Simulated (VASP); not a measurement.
# WS2 in VASP: further runs

The runs below take WS2 through single point, with r2SCAN.

All numbers are computed with VASP 6.6.1; they aren't measurements. Logs are shortened: lines on timing, memory, paths and dates and some standing lists are left out, and cuts for length are marked.

## 1. The cell of the first run

The cell holds a slab with vacuum, 6 atoms: a = 3.225 Å, b = 3.225 Å, c = 23.052 Å, α = 90.00°, β = 90.00°, γ = 120.00°.

## 2. Single point, r2SCAN

The input, POSCAR:

```
WS2
1.0
    3.2249981270      0.0000000000      0.0000000000
   -1.6124990635      2.7929303051      0.0000000000
    0.0000000000      0.0000000000     23.0521745578
W S
2 4
Direct
    0.3333333333      0.6666666667      0.6379434935
    0.6666666667      0.3333333333      0.3620565065
    0.3333333333      0.6666666667      0.2962425097
    0.6666666667      0.3333333333      0.5721038223
    0.3333333333      0.6666666667      0.4278961777
    0.6666666667      0.3333333333      0.7037574903
```

The input, INCAR.step1:

```
SYSTEM = WS2
ALGO = Normal
EDIFF = 1E-4
ENCUT = 520
GGA = PE
ISMEAR = 0
LASPH = .TRUE.
LCHARG = .FALSE.
LREAL = .FALSE.
LWAVE = .TRUE.
NBANDS = 35
NELM = 100
PREC = Accurate
SIGMA = 0.05
```

The input, INCAR.step2:

```
SYSTEM = WS2
ALGO = Normal
EDIFF = 1E-6
ENCUT = 520
ISIF = 2
ISMEAR = 0
ISTART = 1
LASPH = .TRUE.
LCHARG = .FALSE.
LMIXTAU = .TRUE.
LREAL = .FALSE.
LWAVE = .FALSE.
METAGGA = R2SCAN
NBANDS = 35
NELM = 100
PREC = Accurate
SIGMA = 0.05
```

The input, KPOINTS:

```
k-points
0
G
  12 12 2
  0 0 0
```

Potentials or basis: VASP PAW PBE potentials, release 64 (W_sv, S).

The run is started by

```bash
$ cat potpaw_PBE.64/W_sv/POTCAR potpaw_PBE.64/S/POTCAR > POTCAR
$ cp INCAR.step1 INCAR
$ mpirun -np 1 vasp_std > vasp.out
$ cp INCAR.step2 INCAR
$ mpirun -np 1 vasp_std > vasp.out
```

OUTCAR:

```text
SYSTEM = WS2
   EDIFF = 1E-6
   ENCUT = 520
   ISIF = 2
   ISMEAR = 0
   ISTART = 1
   LASPH = .TRUE.
   LREAL = .FALSE.
   METAGGA = R2SCAN
   NELM = 100
   PREC = Accurate

 ion  position               nearest neighbor table
   1  0.333  0.667  0.638-   6 2.40   6 2.40   6 2.40   4 2.40   4 2.40   4 2.40
   2  0.667  0.333  0.362-   3 2.40   3 2.40   3 2.40   5 2.40   5 2.40   5 2.40
   3  0.333  0.667  0.296-   2 2.40   2 2.40   2 2.40
   4  0.667  0.333  0.572-   1 2.40   1 2.40   1 2.40
   5  0.333  0.667  0.428-   2 2.40   2 2.40   2 2.40
   6  0.667  0.333  0.704-   1 2.40   1 2.40   1 2.40

  LATTYP: Found a hexagonal cell.
 ALAT       =     3.2249981270
 C/A-ratio  =     7.1479652546

  Lattice vectors:

 A1 = (   3.2249981270,   0.0000000000,   0.0000000000)
 A2 = (  -1.6124990635,   2.7929303051,   0.0000000000)
 A3 = (   0.0000000000,   0.0000000000,  23.0521745578)

Analysis of symmetry for initial positions (statically):
=====================================================================
 Subroutine PRICEL returns:
 Original cell was already a primitive cell.

 Routine SETGRP: Setting up the symmetry group for a
 hexagonal supercell.

 Subroutine GETGRP returns: Found 12 space group operations
 (whereof 12 operations were pure point group operations)
 out of a pool of 24 trial point group operations.

The static configuration has the point symmetry D_3d.

Analysis of symmetry for dynamics (positions and initial velocities):
=====================================================================
 Subroutine PRICEL returns:
 Original cell was already a primitive cell.

 Routine SETGRP: Setting up the symmetry group for a
 hexagonal supercell.

 Subroutine GETGRP returns: Found 12 space group operations
 (whereof 12 operations were pure point group operations)
 out of a pool of 24 trial point group operations.

The dynamic configuration has the point symmetry D_3d.

 Subroutine INISYM returns: Found 12 space group operations
 (whereof 12 operations are pure point group operations),
 and found     1 'primitive' translations

----------------------------------------------------------------------------------------

                                     Primitive cell

  volume of cell :     207.6354

  direct lattice vectors                    reciprocal lattice vectors
     3.224998127  0.000000000  0.000000000     0.310077699  0.179023443  0.000000000
    -1.612499064  2.792930305  0.000000000     0.000000000  0.358046887  0.000000000
     0.000000000  0.000000000 23.052174558     0.000000000  0.000000000  0.043379855

  length of vectors
     3.224998127  3.224998127 23.052174558     0.358046887  0.358046887  0.043379855

  position of ions in fractional coordinates (direct lattice)
     0.333333333  0.666666667  0.637943494
     0.666666667  0.333333333  0.362056506
     0.333333333  0.666666667  0.296242510
     0.666666667  0.333333333  0.572103822
     0.333333333  0.666666667  0.427896178
     0.666666667  0.333333333  0.703757490

  ion indices of the primitive-cell ions
   primitive index   ion index
                 1           1
                 2           2
                 3           3
                 4           4
                 5           5
                 6           6

----------------------------------------------------------------------------------------

 KPOINTS: k-points

Automatic generation of k-mesh.
 Grid dimensions read from file:
 generate k-points for:   12   12    2

 Generating k-lattice:

  Cartesian coordinates                     Fractional coordinates (reciprocal lattice)
     0.025839808  0.014918620  0.000000000     0.083333333 -0.000000000  0.000000000
     0.000000000  0.029837241  0.000000000     0.000000000  0.083333333  0.000000000
     0.000000000  0.000000000  0.021689928     0.000000000  0.000000000  0.500000000

  Length of vectors
     0.029837241  0.029837241  0.021689928

  Shift w.r.t. Gamma in fractional coordinates (k-lattice)
     0.000000000  0.000000000  0.000000000

 Subroutine IBZKPT returns following result:
 ===========================================

 Found     38 irreducible k-points:

 Following reciprocal coordinates:
            Coordinates               Weight
  0.000000  0.000000  0.000000      1.000000
  0.083333 -0.000000  0.000000      6.000000
  0.166667  0.000000  0.000000      6.000000
  0.250000  0.000000  0.000000      6.000000
  0.333333  0.000000  0.000000      6.000000
  0.416667 -0.000000  0.000000      6.000000
[... 16 lines left out ...]
  0.250000  0.000000  0.500000      6.000000
  0.333333  0.000000  0.500000      6.000000
 [... further k-points ...]
   k-points           NKPTS =     38   k-points in BZ     NKDIM =     38   number of bands    NBANDS=     35
   number of dos      NEDOS =    301   number of ions     NIONS =      6
   total plane-waves  NPLWV = 103680
   dimension x,y,z NGX =    24 NGY =   24 NGZ =  180
   dimension x,y,z NGXF=    48 NGYF=   48 NGZF=  360
   ions per type =               2   4
   NGX,Y,Z   is equivalent  to a cutoff of  12.37, 12.37, 12.98 a.u.
   NGXF,Y,Z  is equivalent  to a cutoff of  24.74, 24.74, 25.96 a.u.
 SYSTEM =  WS2
   PREC   = accura    normal or accurate (medium, high low for compatibility)
   ISTART =      1    job   : 0-new  1-cont  2-samecut
   ICHARG =      0    charge: 1-file 2-atom 10-const
   ISPIN  =      1    spin polarized calculation?
   LNONCOLLINEAR =      F non collinear calculations
   LSORBIT =      F    spin-orbit coupling
   LASPH  =      T    aspherical Exc in radial PAW
   ENCUT  =  520.0 eV  38.22 Ry    6.18 a.u.   6.00  6.00 42.86*2*pi/ulx,y,z
   NELM   =    100;   NELMIN=  2; NELMDL=  0     # of ELM steps
   EDIFF  = 0.1E-05   stopping-criterion for ELM
   LREAL  =      F    real-space projection
   EDIFFG = 0.1E-04   stopping-criterion for IOM
   NSW    =      0    number of steps for IOM
   IBRION =     -1    ionic relax: 0-MD 1-quasi-New 2-CG
   NFREE  =      0    steps in history (QN), initial steepest desc. (CG)
   ISIF   =      2    stress and relaxation
   ISYM   =      2    0-nonsym 1-usesym 2-fastsym
   POTIM  = 0.5000    time-step for ionic-motion
   TEBEG  =    0.0;   TEEND  =   0.0 temperature during run
   PSTRESS=    0.0 pullay stress
   NELECT =      52.0000    total number of electrons
   NUPDOWN=      -1.0000    fix difference up-down
   EMIN   =  10.00;   EMAX   =-10.00  energy-range for DOS
   EFERMI =   0.00;   METHOD = LEGACY
   ISMEAR =     0;   SIGMA  =   0.05  broadening in eV -4-tet -1-fermi 0-gaus
   EFERMI_NEDOS =   21; number of points for ismear=-14 and -15
   IALGO  =     38    algorithm
   IMIX   =      4    mixing-type and parameters
     AMIX     =   0.40;   BMIX     =  1.00
     AMIX_MAG =   1.60;   BMIX_MAG =  1.00
  volume/ion in A,a.u.               =      34.61       233.53
  Fermi-wavevector in a.u.,A,eV,Ry     =   1.031911  1.950029 14.488024  1.064840
  Thomas-Fermi vector in A             =   2.166082
   LORBIT       =      0    0 simple, 1 ext, 2 COOP (PROOUT), +10 PAW based schemes
   METAGGA = R2SCAN    functional components
   LHFCALC =     F    Hartree Fock is set to
   AEXX    =    0.0000 exact exchange contribution
   IVDW    =     0    specifies the selected vdW correction
   LEPSILON=     F    determine dielectric tensor
   LRPA    =     F    only Hartree local field effects (RPA)
 non-spin polarized calculation
 Gauss-broadening in eV      SIGMA  =   0.05
  energy-cutoff  :      520.00
  volume of cell :      207.64
 maximum number of plane-waves:      5676
 NGX is ok and might be reduce to    24

 number of electron      52.0000010 magnetization

 Free energy of the ion-electron system (eV)
  ---------------------------------------------------
  ext. energy  EPLUGINS =         0.00000000
  ---------------------------------------------------
  free energy    TOTEN  =      -140.05341915 eV

  energy without entropy =     -140.05341915  energy(sigma->0) =     -140.05341915

 E-fermi :   1.4198     XC(G=0):  -6.3849

 val. band max:        1.1170597430   @ k =   0.0000   0.0000   0.0000
 cond. band min:       2.1348506045   @ k =   0.3333   0.3333   0.5000
 fundamental gap:      1.0177908615
 Fermi energy:         1.4198010975

 k-point     1 :       0.0000    0.0000    0.0000
  band No.  band energies     occupation
      1     -75.4712      2.00000
      2     -75.4712      2.00000
      3     -39.0377      2.00000
      4     -39.0377      2.00000
      5     -38.9398      2.00000
      6     -38.9398      2.00000
[... 27 lines left out ...]
     34       3.8197      0.00000
     35       6.0017      0.00000

 k-point     2 :       0.0833   -0.0000    0.0000
  band No.  band energies     occupation
      1     -75.4701      2.00000
      2     -75.4701      2.00000
      3     -39.0337      2.00000
      4     -39.0337      2.00000
      5     -38.9615      2.00000
      6     -38.9615      2.00000
[... 27 lines left out ...]
     34       3.7375      0.00000
     35       6.4051      0.00000

 k-point     3 :       0.1667    0.0000    0.0000
  band No.  band energies     occupation
      1     -75.4672      2.00000
      2     -75.4672      2.00000
      3     -39.0228      2.00000
      4     -39.0228      2.00000
      5     -39.0204      2.00000
      6     -39.0204      2.00000
[... 27 lines left out ...]
     34       4.2716      0.00000
     35       6.9110      0.00000

 k-point     4 :       0.2500    0.0000    0.0000
  band No.  band energies     occupation
      1     -75.4632      2.00000
      2     -75.4632      2.00000
      3     -39.0998      2.00000
      4     -39.0998      2.00000
      5     -39.0078      2.00000
      6     -39.0078      2.00000
[... 27 lines left out ...]
     34       4.8624      0.00000
     35       7.5250      0.00000

 k-point     5 :       0.3333    0.0000    0.0000
  band No.  band energies     occupation
      1     -75.4592      2.00000
      2     -75.4592      2.00000
      3     -39.1782      2.00000
      4     -39.1782      2.00000
      5     -38.9957      2.00000
      6     -38.9957      2.00000
[... 638 lines left out ...]
 k-point    22 :       0.1667    0.0000    0.5000
  band No.  band energies     occupation
      1     -75.4672      2.00000
      2     -75.4672      2.00000
      3     -39.0228      2.00000
      4     -39.0228      2.00000
      5     -39.0204      2.00000
      6     -39.0204      2.00000
[... 27 lines left out ...]
     34       4.2716      0.00000
     35       6.9149      0.00000

 k-point    23 :       0.2500    0.0000    0.5000
  band No.  band energies     occupation
      1     -75.4632      2.00000
      2     -75.4632      2.00000
      3     -39.0998      2.00000
      4     -39.0998      2.00000
      5     -39.0078      2.00000
      6     -39.0078      2.00000
[... 27 lines left out ...]
     34       4.8624      0.00000
     35       7.5255      0.00000

 k-point    24 :       0.3333    0.0000    0.5000
  band No.  band energies     occupation
      1     -75.4592      2.00000
      2     -75.4592      2.00000
      3     -39.1782      2.00000
      4     -39.1782      2.00000
      5     -38.9957      2.00000
      6     -38.9957      2.00000
[... 27 lines left out ...]
     34       5.3204      0.00000
     35       7.5246      0.00000

 [... further k-points ...]
[... 5 lines left out ...]
  --------------------------------------------------------------------------------------
  -------------------------------------------------------------------------------------
  Total       -1.4093254     -1.4093254      3.6993696      0.0000000      0.0000000     -0.0000000
  in kB      -10.8747782    -10.8747782     28.5454464      0.0000000      0.0000000     -0.0000000
  external PRESSURE =       2.2652967 kB  Pullay stress =       0.0000000 kB

 VOLUME and BASIS-vectors are now :
 -----------------------------------------------------------------------------
  energy-cutoff  :      520.00
  volume of cell :      207.64
      direct lattice vectors                 reciprocal lattice vectors
     3.224998127  0.000000000  0.000000000     0.310077699  0.179023443  0.000000000
    -1.612499064  2.792930305  0.000000000     0.000000000  0.358046887  0.000000000
     0.000000000  0.000000000 23.052174558     0.000000000  0.000000000  0.043379855

 POSITION                                       TOTAL-FORCE (eV/Angst)
 -----------------------------------------------------------------------------------
     -0.00000      1.86195     14.70598         0.000000      0.000000      0.002608
      1.61250      0.93098      8.34619        -0.000000     -0.000000     -0.002608
     -0.00000      1.86195      6.82903         0.000000     -0.000000     -0.606160
      1.61250      0.93098     13.18824        -0.000000     -0.000000     -0.589802
     -0.00000      1.86195      9.86394         0.000000      0.000000      0.589802
      1.61250      0.93098     16.22314        -0.000000      0.000000      0.606160
 -----------------------------------------------------------------------------------
    total drift:                                0.000000      0.000000     -0.000000

  FREE ENERGIE OF THE ION-ELECTRON SYSTEM (eV)
  ---------------------------------------------------
  free  energy   TOTEN  =      -140.0534191493 eV

  energy  without entropy=     -140.0534191493  energy(sigma->0) =     -140.05341915
```

Wall time 15 min (1 thread of AMD EPYC 9R45 (Zen 5), shared host); peak memory 0.46 GiB.

What came out:

* Free energy: -140.0534 eV
* Largest force: 0.606 eV/Å
* Band gap on the k mesh: 1.02 eV (least direct gap 1.66 eV)

Forces on the atoms (eV/Å):
```
W    0.000  0.000  0.003
W    0.000  0.000 -0.003
S    0.000  0.000 -0.606
S    0.000  0.000 -0.590
S    0.000  0.000  0.590
S    0.000  0.000  0.606
```

Caveat: there is no dipole correction, which matters where the two faces differ; the PAW data sets were made with another functional, which shifts forces and pressure a little; spin-orbit coupling is left out, which moves the levels of the heavy elements.

## 3. Single point, r2SCAN

This run uses another cell than the first one, of the same volume but with other edges.

Changes to POSCAR since step 2:

```diff
@@ -2,5 +2,5 @@
 1.0
-    3.2249981270      0.0000000000      0.0000000000
-   -1.6124990635      2.7929303051      0.0000000000
-    0.0000000000      0.0000000000     23.0521745578
+    3.1300896612      0.0000000000      0.0000000000
+   -1.5650448306      2.7107371628      0.0000000000
+    0.0000000000      0.0000000000     24.4713132806
 W S
```

The input, INCAR.step1:

```
SYSTEM = WS2
PREC = Accurate
ENCUT = 520
ISMEAR = 0
SIGMA = 0.05
LREAL = .FALSE.
LASPH = .TRUE.
NELM = 80
NBANDS = 35
GGA = PE
ALGO = Normal
EDIFF = 1E-4
LWAVE = .TRUE.
LCHARG = .FALSE.
```

The input, INCAR.step2:

```
SYSTEM = WS2
PREC = Accurate
ENCUT = 520
EDIFF = 1E-7
ISMEAR = 0
SIGMA = 0.05
LREAL = .FALSE.
LASPH = .TRUE.
NELM = 80
ALGO = Normal
ISIF = 2
LWAVE = .FALSE.
LCHARG = .TRUE.
METAGGA = R2SCAN
LMIXTAU = .TRUE.
LELF = .TRUE.
LVHAR = .TRUE.
NBANDS = 35
ISTART = 1
```

The input, KPOINTS:

```
regular mesh
0
G
  12 12 2
  0 0 0
```

Potentials or basis: VASP PAW PBE potentials, release 64 (W_sv, S).

The run is started by

```bash
$ cat potpaw_PBE.64/W_sv/POTCAR potpaw_PBE.64/S/POTCAR > POTCAR
$ cp INCAR.step1 INCAR
$ mpirun -np 1 vasp_std > vasp.out
$ cp INCAR.step2 INCAR
$ mpirun -np 1 vasp_std > vasp.out
```

It took 20 min on 1 thread of AMD EPYC 9R45 (Zen 5), shared host; peak memory 0.48 GiB.

The run converged. Its results:

| Property | Result |
| --- | --- |
| Free energy | -140.0166 eV |
| Largest force | 0.662 eV/Å |
| Band gap on the k mesh | 1.82 eV (least direct gap 2.23 eV) |

Forces on the atoms (eV/Å):
```
W    0.000  0.000  0.000
W    0.000  0.000  0.000
S    0.000  0.000  0.662
S    0.000  0.000  0.647
S    0.000  0.000 -0.647
S    0.000  0.000 -0.662
```

Levels at points of the mesh, in eV from the valence-band top:
```tsv
k point	band 22	band 23	band 24	band 25	band 26	band 27	band 28	band 29	band 30	band 31
(0.00, 0.00, 0.00)	-1.50	-1.49	-1.49	-0.54	-0.10	3.14	3.14	3.16	3.16	3.16
(0.50, 0.00, 0.00)	-2.53	-1.23	-1.19	-1.10	-1.08	3.24	3.25	3.47	3.58	4.17
(0.00, 0.00, 0.50)	-1.50	-1.49	-1.49	-0.54	-0.10	3.14	3.14	3.16	3.16	3.16
(0.50, 0.00, 0.50)	-2.53	-1.23	-1.19	-1.10	-1.08	3.24	3.25	3.47	3.58	4.17
```

Caveat: there is no dipole correction, which matters where the two faces differ; the PAW data sets were made with another functional, which shifts forces and pressure a little; spin-orbit coupling is left out, which moves the levels of the heavy elements.

## 4. Single point, r2SCAN

This run uses another cell than the first one, of the same volume but with other edges.

Changes to POSCAR since step 3:

```diff
@@ -2,5 +2,5 @@
 1.0
-    3.1300896612      0.0000000000      0.0000000000
-   -1.5650448306      2.7107371628      0.0000000000
-    0.0000000000      0.0000000000     24.4713132806
+    3.3585119856      0.0000000000      0.0000000000
+   -1.6792559928      2.9085566985      0.0000000000
+    0.0000000000      0.0000000000     21.2557790972
 W S
```

The input, INCAR.step1:

```
SYSTEM = WS2
PREC     = Accurate       ! precision mode
ENCUT    = 520            ! plane-wave cutoff, eV
ISMEAR   = 0              ! smearing method
SIGMA    = 0.05           ! smearing width, eV
LREAL    = .FALSE.        ! projectors in reciprocal space
LASPH    = .TRUE.         ! aspherical terms in the spheres
NELM     = 60             ! most SCF steps
NBANDS   = 35             ! bands
GGA      = PE             ! functional
ALGO     = Normal         ! electronic algorithm
EDIFF    = 1E-4           ! SCF threshold, eV
LWAVE    = .TRUE.         ! write WAVECAR
LCHARG   = .FALSE.        ! write CHGCAR
```

The input, INCAR.step2:

```
SYSTEM = WS2
PREC     = Accurate       ! precision mode
ENCUT    = 520            ! plane-wave cutoff, eV
EDIFF    = 1E-7           ! SCF threshold, eV
ISMEAR   = 0              ! smearing method
SIGMA    = 0.05           ! smearing width, eV
LREAL    = .FALSE.        ! projectors in reciprocal space
LASPH    = .TRUE.         ! aspherical terms in the spheres
NELM     = 60             ! most SCF steps
ALGO     = Normal         ! electronic algorithm
ISIF     = 2              ! what is computed and relaxed
LWAVE    = .FALSE.        ! write WAVECAR
LCHARG   = .FALSE.        ! write CHGCAR
METAGGA  = R2SCAN         ! meta-GGA
LMIXTAU  = .TRUE.       
NBANDS   = 35             ! bands
ISTART   = 1
```

KPOINTS is that of step 3.

The run is started by

```bash
$ cat potpaw_PBE.64/W_sv/POTCAR potpaw_PBE.64/S/POTCAR > POTCAR
$ cp INCAR.step1 INCAR
$ mpirun -np 1 vasp_std > vasp.out
$ cp INCAR.step2 INCAR
$ mpirun -np 1 vasp_std > vasp.out
```

It took 32 min on 1 thread of Intel Xeon Platinum 8259CL at 2.50GHz (Skylake/Cascade Lake), shared host; peak memory 0.52 GiB.

Results (log left out):

```yaml
Free_energy: -139.0559 eV
Largest_force: 2.350 eV/Å
Band_gap_on_the_k_mesh: zero (bands 26 and 27 overlap by 0.44 eV)
```

Forces in eV/Å, atoms in the order of the input:
```
W    0.000  0.000 -0.045
W    0.000  0.000  0.045
S    0.000  0.000 -2.350
S    0.000  0.000 -2.186
S    0.000  0.000  2.186
S    0.000  0.000  2.350
```

Levels at points of the mesh, in eV from the Fermi level:
```
           k point  band 23  band 24  band 25  band 26  band 27  band 28  band 29  band 30
(0.00, 0.00, 0.00)    -2.65    -1.56    -0.13     0.30     1.77     1.77     1.78     1.78
(0.50, 0.00, 0.00)    -2.42    -2.31    -1.83    -1.67     1.21     1.25     1.44     1.44
(0.00, 0.00, 0.50)    -2.65    -1.56    -0.13     0.30     1.77     1.77     1.78     1.78
(0.50, 0.00, 0.50)    -2.42    -2.31    -1.83    -1.67     1.21     1.25     1.44     1.44
```

Caveat: there is no dipole correction, which matters where the two faces differ; the PAW data sets were made with another functional, which shifts forces and pressure a little; spin-orbit coupling is left out, which moves the levels of the heavy elements.

(Continued in part 2 of 2.)
